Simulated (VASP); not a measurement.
# GaAs (I-4m2) in VASP: notebook

GaAs is run at these levels: PBE; tasks: single point.

Everything below comes from runs of VASP 6.6.1. Logs are shortened: lines on timing, memory, paths and dates and some standing lists are left out, and cuts for length are marked.

### Step 1. The cell of the first run

It takes space group I-4m2 (No. 119, tetragonal). The conventional cell has a = 4.061 Å, b = 4.061 Å, c = 5.600 Å, α = 90.00°, β = 90.00°, γ = 90.00°. Ga (site symmetry -4m2) has 4 As at 2.47 Å within 3.3 Å. Within 3.3 Å of As (site symmetry -4m2) lie 4 Ga at 2.47 Å.

### Step 2. Single point, PBE (epitaxial xy strain +1.4%)

The input, INCAR:

```
PREC = Accurate ; ENCUT = 510
EDIFF = 1E-6 ; ISMEAR = -1
SIGMA = 0.02 ; LREAL = False
LASPH = True ; NELM = 120
ALGO = Normal ; ISIF = 2
LWAVE = False ; LCHARG = False
GGA = PE ; NBANDS = 21
GGA_COMPAT = False
```

The input, KPOINTS:

```
regular mesh
0
Gamma
  8 8 8
```

The input, POSCAR:

```
GaAs
1.0
    0.0000000000      2.8718964307      2.8000073757
    2.8718964307      0.0000000000      2.8000073757
    2.8718964307      2.8718964307      0.0000000000
Ga As
1 1
Direct
    0.0000000000      0.0000000000      0.0000000000
    0.2500000000      0.2500000000      0.2500000000
```

Potentials or basis: VASP PAW PBE potentials, release 64 (Ga_d, As_d).

Launch:

```sh
$ cat potpaw_PBE.64/Ga_d/POTCAR potpaw_PBE.64/As_d/POTCAR > POTCAR
$ mpirun -np 1 vasp_std > vasp.out
```

OUTCAR:

```text
PREC = Accurate
   ENCUT = 510
   EDIFF = 1E-6
   ISMEAR = -1
   LREAL = False
   LASPH = True
   NELM = 120
   ISIF = 2
   GGA = PE

 ion  position               nearest neighbor table
   1  0.000  0.000  0.000-   2 2.47   2 2.47   2 2.47   2 2.47
   2  0.250  0.250  0.250-   1 2.47   1 2.47   1 2.47   1 2.47

  LATTYP: Found a body centered tetragonal cell.
 ALAT       =     4.0614748820
 C/A-ratio  =     1.3788130948

  Lattice vectors:

 A1 = (   0.0000000000,  -2.8718964307,  -2.8000073757)
 A2 = (   0.0000000000,   2.8718964307,  -2.8000073757)
 A3 = (   2.8718964307,   0.0000000000,   2.8000073757)

Analysis of symmetry for initial positions (statically):
=====================================================================
 Subroutine PRICEL returns:
 Original cell was already a primitive cell.

 Routine SETGRP: Setting up the symmetry group for a
 body centered tetragonal supercell.

 Subroutine GETGRP returns: Found  8 space group operations
 (whereof  8 operations were pure point group operations)
 out of a pool of 16 trial point group operations.

The static configuration has the point symmetry D_2d.

Analysis of symmetry for dynamics (positions and initial velocities):
=====================================================================
 Subroutine PRICEL returns:
 Original cell was already a primitive cell.

 Routine SETGRP: Setting up the symmetry group for a
 body centered tetragonal supercell.

 Subroutine GETGRP returns: Found  8 space group operations
 (whereof  8 operations were pure point group operations)
 out of a pool of 16 trial point group operations.

The dynamic configuration has the point symmetry D_2d.

 Subroutine INISYM returns: Found  8 space group operations
 (whereof  8 operations are pure point group operations),
 and found     1 'primitive' translations

----------------------------------------------------------------------------------------

                                     Primitive cell

  volume of cell :      46.1877

  direct lattice vectors                    reciprocal lattice vectors
     0.000000000  2.871896431  2.800007376    -0.174100986  0.174100986  0.178570958
     2.871896431  0.000000000  2.800007376     0.174100986 -0.174100986  0.178570958
     2.871896431  2.871896431  0.000000000     0.174100986  0.174100986 -0.178570958

  length of vectors
     4.010963776  4.010963776  4.061474882     0.304154391  0.304154391  0.304154391

  position of ions in fractional coordinates (direct lattice)
     0.000000000  0.000000000  0.000000000
[... 71 lines left out ...]
   ICHARG =      2    charge: 1-file 2-atom 10-const
   ISPIN  =      1    spin polarized calculation?
   LNONCOLLINEAR =      F non collinear calculations
   LSORBIT =      F    spin-orbit coupling
   LASPH  =      T    aspherical Exc in radial PAW
   ENCUT  =  510.0 eV  37.48 Ry    6.12 a.u.   7.39  7.39  7.48*2*pi/ulx,y,z
   NELM   =    120;   NELMIN=  2; NELMDL= -5     # of ELM steps
   EDIFF  = 0.1E-05   stopping-criterion for ELM
   LREAL  =      F    real-space projection
   EDIFFG = 0.1E-04   stopping-criterion for IOM
   NSW    =      0    number of steps for IOM
   IBRION =     -1    ionic relax: 0-MD 1-quasi-New 2-CG
   NFREE  =      0    steps in history (QN), initial steepest desc. (CG)
   ISIF   =      2    stress and relaxation
   ISYM   =      2    0-nonsym 1-usesym 2-fastsym
   POTIM  = 0.5000    time-step for ionic-motion
   TEBEG  =    0.0;   TEEND  =   0.0 temperature during run
   PSTRESS=    0.0 pullay stress
   NELECT =      28.0000    total number of electrons
   NUPDOWN=      -1.0000    fix difference up-down
   EMIN   =  10.00;   EMAX   =-10.00  energy-range for DOS
   EFERMI =   0.00;   METHOD = LEGACY
   ISMEAR =    -1;   SIGMA  =   0.02  broadening in eV -4-tet -1-fermi 0-gaus
   EFERMI_NEDOS =   21; number of points for ismear=-14 and -15
   IALGO  =     38    algorithm
   IMIX   =      4    mixing-type and parameters
     AMIX     =   0.40;   BMIX     =  1.00
     AMIX_MAG =   1.60;   BMIX_MAG =  1.00
  volume/ion in A,a.u.               =      23.09       155.85
  Fermi-wavevector in a.u.,A,eV,Ry     =   1.385539  2.618288 26.119335  1.919717
  Thomas-Fermi vector in A             =   2.509939
   LORBIT       =      0    0 simple, 1 ext, 2 COOP (PROOUT), +10 PAW based schemes
   GGA     = PE    functional components
   LHFCALC =     F    Hartree Fock is set to
   AEXX    =    0.0000 exact exchange contribution
   IVDW    =     0    specifies the selected vdW correction
   LEPSILON=     F    determine dielectric tensor
   LRPA    =     F    only Hartree local field effects (RPA)
 non-spin polarized calculation
  energy-cutoff  :      510.00
  volume of cell :       46.19
 maximum number of plane-waves:      1235
 NGX is ok and might be reduce to    30
   NGX = 15   NGY = 15   NGZ = 15

 number of electron      27.9999999 magnetization

 Free energy of the ion-electron system (eV)
  ---------------------------------------------------
  ext. energy  EPLUGINS =         0.00000000
  ---------------------------------------------------
  free energy    TOTEN  =        -8.27383485 eV

  energy without entropy =       -8.27383294  energy(sigma->0) =       -8.27383390

 E-fermi :   3.1646     XC(G=0):  -9.8112

 val. band max:        3.0365379860   @ k =   0.0000   0.0000   0.0000
 cond. band min:       3.2926818118   @ k =   0.0000   0.0000   0.0000
 fundamental gap:      0.2561438258
 Fermi energy:         3.1646312984

 k-point     1 :       0.0000    0.0000    0.0000
  band No.  band energies     occupation
      1     -32.1608      2.00000
      2     -32.1586      2.00000
      3     -32.1586      2.00000
      4     -32.1512      2.00000
      5     -32.1486      2.00000
      6     -11.8208      2.00000
[... 565 lines left out ...]
     20      13.0483      0.00000
     21      13.9336      0.00000

 [... further k-points ...]
[... 5 lines left out ...]
  --------------------------------------------------------------------------------------
  -------------------------------------------------------------------------------------
  Total        0.3289637      0.3289637      0.7381102      0.0000000     -0.0000000     -0.0000000
  in kB       11.4112137     11.4112137     25.6038375      0.0000000     -0.0000000     -0.0000000
  external PRESSURE =      16.1420883 kB  Pullay stress =       0.0000000 kB

 VOLUME and BASIS-vectors are now :
 -----------------------------------------------------------------------------
  energy-cutoff  :      510.00
  volume of cell :       46.19
      direct lattice vectors                 reciprocal lattice vectors
     0.000000000  2.871896431  2.800007376    -0.174100986  0.174100986  0.178570958
     2.871896431  0.000000000  2.800007376     0.174100986 -0.174100986  0.178570958
     2.871896431  2.871896431  0.000000000     0.174100986  0.174100986 -0.178570958

 POSITION                                       TOTAL-FORCE (eV/Angst)
 -----------------------------------------------------------------------------------
      0.00000      0.00000      0.00000        -0.000000     -0.000000      0.000000
      1.43595      1.43595      1.40000         0.000000      0.000000     -0.000000
 -----------------------------------------------------------------------------------
    total drift:                               -0.000000     -0.000000      0.000000

  FREE ENERGIE OF THE ION-ELECTRON SYSTEM (eV)
  ---------------------------------------------------
  free  energy   TOTEN  =        -8.2738348544 eV

  energy  without entropy=       -8.2738329382  energy(sigma->0) =       -8.27383390
```

Wall time 33 s (1 thread of Intel Xeon 6975P-C (Granite Rapids), shared host); peak memory 0.2 GiB.

Results:

- Free energy: -8.2738 eV
- Pressure: 1.6 GPa
- Band gap on the k mesh: 0.26 eV

Caveat: the cell differs from its parent crystal (epitaxial xy strain +1.4%); semilocal functionals underestimate gaps, and a narrow one can read as zero.

### Step 3. Single point, PBE (uniaxial x strain -1.9%)

The input, INCAR:

```
SYSTEM = GaAs
PREC = Accurate
ENCUT = 510
EDIFF = 1E-6
ISMEAR = -1
SIGMA = 0.02
LREAL = .FALSE.
LASPH = .TRUE.
NELM = 120
ALGO = Normal
ISIF = 2
LWAVE = .FALSE.
LCHARG = .TRUE.
GGA = PE
LELF = .TRUE.
LVHAR = .TRUE.
NBANDS = 21
GGA_COMPAT = .FALSE.
```

The input, KPOINTS:

```
Automatic mesh
0
G
  8 8 8
  0 0 0
```

The input, POSCAR:

```
GaAs
1.0
    0.0000000000      2.8330831910      2.8330831910
    2.7798212270      0.0000000000      2.8330831910
    2.7798212270      2.8330831910      0.0000000000
Ga As
1 1
Direct
    0.0000000000      0.0000000000      0.0000000000
    0.2500000000      0.2500000000      0.2500000000
```

Potentials or basis: VASP PAW PBE potentials, release 64 (Ga_d, As_d).

Launch:

```sh
$ cat potpaw_PBE.64/Ga_d/POTCAR potpaw_PBE.64/As_d/POTCAR > POTCAR
$ mpirun -np 1 vasp_std > vasp.out
```

It took 56 s on 1 thread of Intel Xeon Platinum 8259CL at 2.50GHz (Skylake/Cascade Lake), shared host; peak memory 0.2 GiB.

It converged, with:

| Item | Value |
| --- | --- |
| Free energy | -8.2461 eV |
| Pressure | 4.2 GPa |
| Band gap on the k mesh | 0.54 eV |

Stress tensor (GPa, compression positive):
```
4.90 0.00 0.00
0.00 3.81 0.00
0.00 0.00 3.81
```

Levels at points of the mesh, in eV from the valence-band top:
```tsv
k point	band 10	band 11	band 12	band 13	band 14	band 15	band 16	band 17	band 18	band 19
(0.00, 0.00, 0.00)	-14.81	-12.89	-0.11	-0.11	0.00	0.54	3.64	3.69	3.69	7.56
(0.50, 0.00, 0.00)	-14.81	-11.08	-6.77	-1.31	-1.15	0.96	4.51	4.65	7.71	10.42
(0.50, 0.50, 0.00)	-14.80	-10.36	-6.98	-2.75	-2.74	1.42	1.65	10.12	10.25	10.97
(0.00, 0.50, 0.50)	-14.80	-10.28	-6.86	-2.87	-2.87	1.30	1.47	10.21	10.21	11.11
```

Caveat: the cell differs from its parent crystal (uniaxial x strain -1.9%); the cell stands under pressure; semilocal functionals underestimate gaps, and a narrow one can read as zero. A k mesh can miss the band edges.
